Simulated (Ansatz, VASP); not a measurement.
Ge: VASP beside Ansatz

```xyz
2
Lattice="0.0000 2.8802 2.8802 2.8802 0.0000 2.8802 2.8802 2.8802 0.0000" Properties=species:S:1:pos:R:3 pbc="T T T"
Ge    2.8802    2.8802    2.8802
Ge    4.3203    4.3203    4.3203
```

Alike in both runs: task single point; functional PBEsol; k mesh 9 × 9 × 9; occupations fermi-dirac, width 0.05 eV; no spin polarisation.

|  | VASP | Ansatz |
| --- | --- | --- |
| version | VASP 6.6.1 | Ansatz 0.2.0 |
| potentials or method | VASP PAW PBE potentials, release 64 (Ge_d), cutoff 520 eV | plane waves (420 eV) with PAW, scalar-relativistic |
| valence electrons in the cell | 28 | 28 |

VASP gave:

```
pressure (GPa) : -2.8
```

Problem. Estimate Ansatz's values.

Solution. Pressure (GPa): -2.7.

VASP's potentials were made for PBE, not for PBEsol, and Ansatz warns of the same on its side.
